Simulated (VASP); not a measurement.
# AsPt2 (Pnnm) in VASP: notebook

Runs on AsPt2. Level: PBE. Tasks: relaxation of cell and atoms, single point.

Program: VASP 6.6.1. These are calculated values, not measurements. Logs are shortened: lines on timing, memory, paths and dates and some standing lists are left out, and cuts for length are marked.

## (1) The cell of the first run

Symmetry: Pnnm, No. 58, orthorhombic system. Conventional cell: a = 3.549 Å, b = 6.954 Å, c = 4.137 Å, α = 90.00°, β = 90.00°, γ = 90.00°. As (site symmetry 2/m) has 6 Pt at 2.50 to 2.52 Å within 3.3 Å. Pt (site symmetry m) has 3 As at 2.50 to 2.52 Å and 6 Pt at 2.88 to 2.98 Å within 3.3 Å.

## (2) Relaxation of cell and atoms, PBE

File INCAR:

```
PREC = Accurate
ENCUT = 600
EDIFF = 1E-6
ISMEAR = 0
SIGMA = 0.1
LREAL = False
LASPH = True
NELM = 80
ALGO = Fast
ISIF = 3
LWAVE = False
LCHARG = False
GGA = PE
IBRION = 2
NSW = 90
EDIFFG = -0.04
```

File KPOINTS:

```
Automatic mesh
0
Gamma
  6 4 4
```

File POSCAR:

```
AsPt2
1.0
    3.5494206227      0.0000000000      0.0000000000
    0.0000000000      6.9544087604      0.0000000000
    0.0000000000      0.0000000000      4.1370625114
As Pt
2 4
Direct
    0.0000000000      0.0000000000      0.0000000000
    0.5000000000      0.5000000000      0.5000000000
    0.2515169184      0.3361070600      0.0000000000
    0.7484830816      0.6638929400      0.0000000000
    0.7515169184      0.1638929400      0.5000000000
    0.2484830816      0.8361070600      0.5000000000
```

Potentials or basis: VASP PAW PBE potentials, release 64 (As, Pt).

Run with:

```
cat potpaw_PBE.64/As/POTCAR potpaw_PBE.64/Pt/POTCAR > POTCAR
mpirun -np 1 vasp_std > vasp.out
```

OUTCAR:

```text
PREC = Accurate
   ENCUT = 600
   EDIFF = 1E-6
   ISMEAR = 0
   LREAL = False
   LASPH = True
   NELM = 80
   ISIF = 3
   GGA = PE
   IBRION = 2
   NSW = 90
   EDIFFG = -0.04

 ion  position               nearest neighbor table
   1  0.000  0.000  0.000-   3 2.50   4 2.50   5 2.52   6 2.52   5 2.52   6 2.52
   2  0.500  0.500  0.500-   5 2.50   6 2.50   3 2.52   4 2.52   3 2.52   4 2.52
   3  0.252  0.336  0.000-   1 2.50   2 2.52   2 2.52   4 2.88   4 2.90   5 2.98   5 2.98   5 2.98
                             5 2.98
   4  0.748  0.664  0.000-   1 2.50   2 2.52   2 2.52   3 2.88   3 2.90   6 2.98   6 2.98   6 2.98
                             6 2.98
   5  0.752  0.164  0.500-   2 2.50   1 2.52   1 2.52   6 2.88   6 2.90   3 2.98   3 2.98   3 2.98
                             3 2.98
   6  0.248  0.836  0.500-   2 2.50   1 2.52   1 2.52   5 2.88   5 2.90   4 2.98   4 2.98   4 2.98
                             4 2.98

  LATTYP: Found a simple orthorhombic cell.
 ALAT       =     3.5494206227
 B/A-ratio  =     1.1655599466
 C/A-ratio  =     1.9593081518

  Lattice vectors:

 A1 = (  -3.5494206227,   0.0000000000,   0.0000000000)
 A2 = (   0.0000000000,   0.0000000000,   4.1370625114)
 A3 = (   0.0000000000,   6.9544087604,   0.0000000000)

Analysis of symmetry for initial positions (statically):
=====================================================================
 Subroutine PRICEL returns:
 Original cell was already a primitive cell.

 Routine SETGRP: Setting up the symmetry group for a
 simple orthorhombic supercell.

 Subroutine GETGRP returns: Found  8 space group operations
 (whereof  4 operations were pure point group operations)
 out of a pool of  8 trial point group operations.

The static configuration has the point symmetry C_2h.
 The point group associated with its full space group is D_2h.

Analysis of symmetry for dynamics (positions and initial velocities):
=====================================================================
 Subroutine PRICEL returns:
 Original cell was already a primitive cell.

 Routine SETGRP: Setting up the symmetry group for a
 simple orthorhombic supercell.

 Subroutine GETGRP returns: Found  8 space group operations
 (whereof  4 operations were pure point group operations)
 out of a pool of  8 trial point group operations.

The dynamic configuration has the point symmetry C_2h.
 The point group associated with its full space group is D_2h.

 Subroutine INISYM returns: Found  8 space group operations
 (whereof  4 operations are pure point group operations),
 and found     1 'primitive' translations

[... 108 lines left out ...]
   ISIF   =      3    stress and relaxation
   ISYM   =      2    0-nonsym 1-usesym 2-fastsym
   POTIM  = 0.5000    time-step for ionic-motion
   TEBEG  =    0.0;   TEEND  =   0.0 temperature during run
   PSTRESS=    0.0 pullay stress
   NELECT =      50.0000    total number of electrons
   NUPDOWN=      -1.0000    fix difference up-down
   EMIN   =  10.00;   EMAX   =-10.00  energy-range for DOS
   EFERMI =   0.00;   METHOD = LEGACY
   ISMEAR =     0;   SIGMA  =   0.10  broadening in eV -4-tet -1-fermi 0-gaus
   EFERMI_NEDOS =   21; number of points for ismear=-14 and -15
   IALGO  =     68    algorithm
   IMIX   =      4    mixing-type and parameters
     AMIX     =   0.40;   BMIX     =  1.00
     AMIX_MAG =   1.60;   BMIX_MAG =  1.00
  volume/ion in A,a.u.               =      17.02       114.86
  Fermi-wavevector in a.u.,A,eV,Ry     =   1.290313  2.438337 22.652427  1.664906
  Thomas-Fermi vector in A             =   2.422152
   LORBIT       =      0    0 simple, 1 ext, 2 COOP (PROOUT), +10 PAW based schemes
   GGA     = PE    functional components
   LHFCALC =     F    Hartree Fock is set to
   AEXX    =    0.0000 exact exchange contribution
   IVDW    =     0    specifies the selected vdW correction
   LEPSILON=     F    determine dielectric tensor
   LRPA    =     F    only Hartree local field effects (RPA)
 conjugate gradient relaxation of ions
 non-spin polarized calculation
 RMM-DIIS sequential band-by-band and
 Gauss-broadening in eV      SIGMA  =   0.10
  energy-cutoff  :      600.00
  volume of cell :      102.12
 maximum number of plane-waves:      3444
   NGX = 15   NGY = 27   NGZ = 17

--------------------------------------- Ionic step        1  -------------------------------------------

 number of electron      50.0000000 magnetization

 Free energy of the ion-electron system (eV)
  ---------------------------------------------------
  ext. energy  EPLUGINS =         0.00000000
  ---------------------------------------------------
  free energy    TOTEN  =       -34.33332284 eV

  energy without entropy =      -34.32079552  energy(sigma->0) =      -34.32705918

------------------------ aborting loop because EDIFF is reached ----------------------------------------

  FORCE on cell =-STRESS in cart. coord.  units (eV):
  Direction    XX          YY          ZZ          XY          YZ          ZX
  --------------------------------------------------------------------------------------
  -------------------------------------------------------------------------------------
  Total        0.5516156      0.5418458      0.0575107     -0.0000000      0.0000000      0.0000000
  in kB        8.6544082      8.5011278      0.9022969     -0.0000000      0.0000000      0.0000000
  external PRESSURE =       6.0192776 kB  Pullay stress =       0.0000000 kB
[... 267 lines left out ...]
--------------------------------------- Ionic step        8  -------------------------------------------

 number of electron      50.0000000 magnetization

 Free energy of the ion-electron system (eV)
  ---------------------------------------------------
  ext. energy  EPLUGINS =         0.00000000
  ---------------------------------------------------
  free energy    TOTEN  =       -34.33887287 eV

  energy without entropy =      -34.32452528  energy(sigma->0) =      -34.33169908

 E-fermi :   8.9988     XC(G=0): -12.1105

 val. band max:        8.9638180068   @ k =   0.3333   0.0000   0.2500
 cond. band min:       9.0302960036   @ k =   0.3333   0.0000   0.5000
 fundamental gap:      0.0664779968
 Fermi energy:         8.9987665847

 k-point     1 :       0.0000    0.0000    0.0000
  band No.  band energies     occupation
      1      -4.8026      2.00000
      2      -3.4805      2.00000
      3       1.0963      2.00000
      4       2.4065      2.00000
      5       2.7457      2.00000
      6       3.1309      2.00000
[... 781 lines left out ...]
     29      12.0858      0.00000
     30      12.0927      0.00000

 [... further k-points ...]
[... 5 lines left out ...]
  --------------------------------------------------------------------------------------
  -------------------------------------------------------------------------------------
  Total       -0.1580579     -0.1948321     -0.0912916      0.0000000      0.0000000      0.0000000
  in kB       -2.4623331     -3.0352264     -1.4222025      0.0000000      0.0000000      0.0000000
  external PRESSURE =      -2.3065873 kB  Pullay stress =       0.0000000 kB
[... 21 lines left out ...]
  FREE ENERGIE OF THE ION-ELECTRON SYSTEM (eV)
  ---------------------------------------------------
  free  energy   TOTEN  =       -34.3388728723 eV

  energy  without entropy=      -34.3245252805  energy(sigma->0) =      -34.33169908

 reached required accuracy - stopping structural energy minimisation
```

OSZICAR:

```text
N       E                     dE             d eps       ncg     rms          rms(c)
DAV:   1     0.313005684132E+03    0.31301E+03   -0.26836E+04  2160   0.175E+03
DAV:   2    -0.195235313344E+02   -0.33253E+03   -0.31667E+03  2408   0.326E+02
[... 87 lines left out ...]
DAV:   1    -0.343412965680E+02   -0.29312E-02   -0.64964E-01  2160   0.396E+00    0.343E-01
RMM:   2    -0.343390248674E+02    0.22717E-02   -0.15424E-02  2160   0.767E-01    0.125E-01
RMM:   3    -0.343389020214E+02    0.12285E-03   -0.18119E-03  2180   0.230E-01    0.685E-02
RMM:   4    -0.343388624700E+02    0.39551E-04   -0.67545E-04  2203   0.120E-01    0.311E-02
RMM:   5    -0.343388722632E+02   -0.97932E-05   -0.13176E-04  2303   0.498E-02    0.162E-02
RMM:   6    -0.343388726952E+02   -0.43208E-06   -0.21555E-05  2256   0.211E-02    0.330E-03
RMM:   7    -0.343388728723E+02   -0.17705E-06   -0.43841E-06  1613   0.927E-03
   8 F= -.34338873E+02 E0= -.34331699E+02  d E =-.506727E-03
```

Wall time 23 min (1 thread of Oxide Virtual Turin-like, shared host); peak memory 0.28 GiB.

What came out:

| Quantity | Value |
| --- | --- |
| Free energy | -34.3389 eV |
| Relaxed volume | 17.14 Å³/atom |
| Relaxed cell | a = 3.590 Å, b = 6.986 Å, c = 4.101 Å, α = 90.00°, β = 90.00°, γ = 90.00° |
| Space group after relaxing (to 0.1 Å) | Pnnm (No. 58) |
| Energy gained by relaxing | 0.9 meV/atom |
| Ionic steps | 8 |
| Pressure after relaxing | -0.2 GPa |
| Largest force after relaxing | 0.027 eV/Å |
| Band gap on the k mesh | zero (bands 25 and 26 overlap by 2.29 eV) |

Forces on the atoms (eV/Å):
```
As   0.000  0.000  0.000
As   0.000  0.000  0.000
Pt  -0.019  0.019  0.000
Pt   0.019 -0.019  0.000
Pt  -0.019 -0.019  0.000
Pt   0.019  0.019  0.000
```

Step by step:
```csv
step,energy change (eV),largest force (eV/Å),pressure (GPa),volume (Å³)
1,0.0000,0.0668,0.60,102.12
2,-0.0008,0.0491,-0.92,103.07
3,-0.0016,0.0564,-0.31,102.67
4,-0.0037,0.0494,-0.14,102.65
5,-0.0048,0.0460,0.02,102.62
6,-0.0043,0.0437,0.37,102.56
7,-0.0050,0.0472,0.13,102.60
8,-0.0056,0.0268,-0.23,102.84
```

Final structure:
```
As Pt
1.0
     3.58973    0.00000    0.00000
     0.00000    6.98598    0.00000
     0.00000    0.00000    4.10102
As Pt
2 4
Direct
  0.00000 0.00000 0.00000
  0.50000 0.50000 0.50000
  0.24673 0.33553 0.00000
  0.75327 0.66447 0.00000
  0.74673 0.16447 0.50000
  0.25327 0.83553 0.50000
```

Levels at points of the mesh, in eV from the Fermi level:
```
           k point  band 22  band 23  band 24  band 25  band 26  band 27
(0.00, 0.00, 0.00)    -1.54    -1.26    -1.00     0.59     0.87     1.31
(0.50, 0.00, 0.00)    -1.72    -1.71    -1.71     0.06     0.06     2.37
(0.00, 0.50, 0.00)    -1.73    -0.86    -0.86     0.75     0.75     1.40
(0.50, 0.50, 0.00)    -1.92    -1.64    -1.64     1.14     1.14     1.82
(0.00, 0.00, 0.50)    -2.28    -1.98    -1.98    -1.02    -1.02     1.37
(0.50, 0.00, 0.50)    -2.07    -1.33    -1.33     0.71     0.71     0.94
(0.00, 0.50, 0.50)    -2.63    -1.45    -1.45    -1.15    -1.15     1.66
(0.50, 0.50, 0.50)    -2.25    -2.14    -2.14    -0.16    -0.16     0.32
```

Caveat: the k points lie up to 0.38 Å⁻¹ apart in the final cell, too coarse for converged energies and pressures of a metal; spin-orbit coupling is left out, which moves the levels of the heavy elements.

## (3) Single point, PBE

This run uses another cell than the first one, of 17.07 Å³/atom.

File INCAR:

```
ALGO     = Fast           # electronic algorithm
EDIFF    = 1E-6           # SCF threshold, eV
ENCUT    = 520            # plane-wave cutoff, eV
GGA      = PE             # functional
ISIF     = 2              # what is computed and relaxed
ISMEAR   = 0              # smearing method
LASPH    = T              # aspherical terms in the spheres
LCHARG   = T              # write CHGCAR
LELF     = T              # ELF
LREAL    = F              # projectors in reciprocal space
LVHAR    = T            
LWAVE    = F              # write WAVECAR
NBANDS   = 34             # bands
NELM     = 100            # most SCF steps
PREC     = Accurate       # precision mode
SIGMA    = 0.1            # smearing width, eV
```

File KPOINTS:

```
k-points
0
Gamma
  10 6 10
```

File POSCAR:

```
AsPt2
1.0
    3.5675689451      0.0000000000      0.0000000000
    0.0000000000      6.9739801819      0.0000000000
    0.0000000000      0.0000000000      4.1164918198
As Pt
2 4
Direct
    0.0000000000      0.0000000000      0.0000000000
    0.5000000000      0.5000000000      0.5000000000
    0.2493531311      0.3354738691      0.0000000000
    0.7506468689      0.6645261309      0.0000000000
    0.7493531311      0.1645261309      0.5000000000
    0.2506468689      0.8354738691      0.5000000000
```

Potentials or basis: VASP PAW PBE potentials, release 64 (As, Pt).

Run with:

```
cat potpaw_PBE.64/As/POTCAR potpaw_PBE.64/Pt/POTCAR > POTCAR
mpirun -np 1 vasp_std > vasp.out
```

It took 14 min on 1 thread of Oxide Virtual Turin-like, shared host; peak memory 0.48 GiB.

It converged, with:

```yaml
Free_energy: -34.2989 eV
Pressure: 0.0 GPa
Largest_force: 0.005 eV/Å
Band_gap_on_the_k_mesh: zero (bands 25 and 26 overlap by 2.44 eV)
```

Forces on the atoms (eV/Å):
```
As   0.000  0.000  0.000
As   0.000  0.000  0.000
Pt  -0.004  0.002  0.000
Pt   0.004 -0.002  0.000
Pt  -0.004 -0.002  0.000
Pt   0.004  0.002  0.000
```

Stress tensor (GPa, compression positive):
```
-0.08  0.00  0.00
 0.00  0.04  0.00
 0.00  0.00  0.07
```

Levels at points of the mesh, in eV from the Fermi level:
```
           k point  band 22  band 23  band 24  band 25  band 26  band 27  band 28  band 29
(0.00, 0.00, 0.00)    -1.56    -1.28    -1.07     0.54     0.89     1.33     1.73     3.19
(0.50, 0.00, 0.00)    -1.74    -1.70    -1.70     0.08     0.08     2.32     2.32     2.66
(0.00, 0.50, 0.00)    -1.74    -0.87    -0.87     0.68     0.68     1.37     1.37     1.77
(0.50, 0.50, 0.00)    -1.90    -1.65    -1.65     1.17     1.17     1.79     1.79     2.32
(0.00, 0.00, 0.50)    -2.32    -2.03    -2.03    -1.04    -1.04     1.36     1.36     4.55
(0.50, 0.00, 0.50)    -2.05    -1.37    -1.37     0.67     0.67     0.98     0.98     1.14
(0.00, 0.50, 0.50)    -2.67    -1.50    -1.50    -1.17    -1.17     1.65     1.65     2.36
(0.50, 0.50, 0.50)    -2.25    -2.15    -2.15    -0.18    -0.18     0.30     0.30     3.45
```

Caveat: spin-orbit coupling is left out, which moves the levels of the heavy elements.

The gap in the log of VASP goes by the Fermi energy; the results here count the filled bands.